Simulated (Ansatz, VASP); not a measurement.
# CaO in VASP and in Ansatz

The input INCAR:

```
ALGO     = Normal         # electronic algorithm
EDIFF    = 1E-6           # SCF threshold, eV
ENCUT    = 520            # plane-wave cutoff, eV
GGA      = PE             # functional
ISIF     = 2              # what is computed and relaxed
ISMEAR   = -1             # smearing method
LASPH    = T              # aspherical terms in the spheres
LCHARG   = F              # write CHGCAR
LREAL    = F              # projectors in reciprocal space
LWAVE    = F              # write WAVECAR
NBANDS   = 15             # bands
NELM     = 100            # most SCF steps
PREC     = Accurate       # precision mode
SIGMA    = 0.02           # smearing width, eV
```

The input KPOINTS:

```
k-points
0
Gamma
  8 8 8
```

Contents of POSCAR:

```
CaO
1.0
    2.9240994032      0.0705353117      0.0705353117
    0.0705353117      2.9240994032      0.0705353117
    0.0705353117      0.0705353117      2.9240994032
Ca O
1 1
Direct
    0.0000000000      0.0000000000      0.0000000000
    0.5000000000      0.5000000000      0.5000000000
```

Input for Ansatz:

```yaml
crystal:
  lattice:
    - [2.9240994032, 0.0705353117, 0.0705353117]
    - [0.0705353117, 2.9240994032, 0.0705353117]
    - [0.0705353117, 0.0705353117, 2.9240994032]
  atoms:
    - { symbol: Ca, position: [0.0, 0.0, 0.0] }
    - { symbol: O, position: [0.5, 0.5, 0.5] }
kpoints:
  mp_grid: { grid: [8, 8, 8] }
  band_path:
    path:
      - [0.0, 0.0, 0.0]
      - [0.0, 0.5, 0.0]
      - [0.5, 0.5, 0.0]
      - [0.5, 0.5, 0.5]
      - [0.0, 0.5, 0.5]
    npoints: 1
hamiltonian:
  xc: pbe
scf:
  occupations: { method: fermi_dirac, width: 0.02 }
  n_extra_bands: 4
output:
  forces: true
  stress: true
  eigenvalues: true
  write_density: true
  write_potential: true
  elf: true
  volumetric_format: npy
```

Change from the starting cell: epitaxial_111 strain -1.7%.

Alike in both runs: task single point; functional PBE; k mesh 8 × 8 × 8; occupations fermi-dirac, width 0.02 eV; no spin polarisation.

```csv
,VASP,Ansatz
version,VASP 6.6.1,Ansatz 0.2.0
potentials or method,"VASP PAW PBE potentials, release 64 (Ca_sv, O)","plane waves, PAW"
plane-wave cutoff (eV),520,420
valence electrons in the cell,16,16
```

|  | VASP | Ansatz | Ansatz less VASP |
| --- | --- | --- | --- |
| gap on the k mesh at the Fermi level (eV) | 2.83 | 2.85 | +0.014 |
| pressure (GPa) | 2.5 | 1.9 | -0.63 |
| traceless stress, the component that is largest in VASP (GPa) | 0.87 | 0.93 | +0.064 |

With one functional, cell and mesh, what is left measures potentials, basis and numerics.
